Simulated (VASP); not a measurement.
Pd: single point with BLYP+D4

Crystal: Pd.

```
CELL_PARAMETERS angstrom
0.00000 1.95939 1.95939
1.95939 0.00000 1.95939
1.95939 1.95939 0.00000
ATOMIC_POSITIONS crystal
Pd 0.00000 0.00000 0.00000
```

```
Program                : VASP 6.6.1
Task                   : single point
Functional             : BLYP
Dispersion             : D4
Potentials or basis    : VASP PAW PBE potentials, release 64 (Pd)
Cutoff                 : 520 eV
k mesh                 : 12 × 12 × 12
Occupations            : fermi-dirac, width 0.05 eV
Spin                   : no spin polarisation
Dipole correction      : no
Further INCAR settings : ALGO = Normal; EDIFF = 1e-07; NBANDS = 11
```

* Pressure: 4.3 GPa
* Band gap on the k mesh: zero (band 5 reaches 10.24 eV, above the bottom of band 6 at 8.69 eV)
* Dispersion energy per atom: -0.928 eV

Levels at points of the mesh, in eV from the Fermi level:
```csv
k point,band 2,band 3,band 4,band 5,band 6,band 7,band 8,band 9
"(0.00, 0.00, 0.00)",-2.74,-2.74,-2.74,-1.19,-1.19,17.53,22.01,22.01
"(0.50, 0.00, 0.00)",-2.78,-2.78,-0.01,-0.01,1.34,7.22,16.92,20.94
"(0.50, 0.50, 0.00)",-4.90,-0.05,0.30,0.30,3.57,10.67,13.22,13.22
```

Wall time 11 s on 1 thread of Intel(R) Xeon(R) Platinum 8488C (Sapphire Rapids) (shared host), peak memory 0.14 GiB.

Caveat: the PAW data sets were made with another functional, which shifts forces and pressure a little; pairwise dispersion overbinds metals, which lowers pressure and volume.
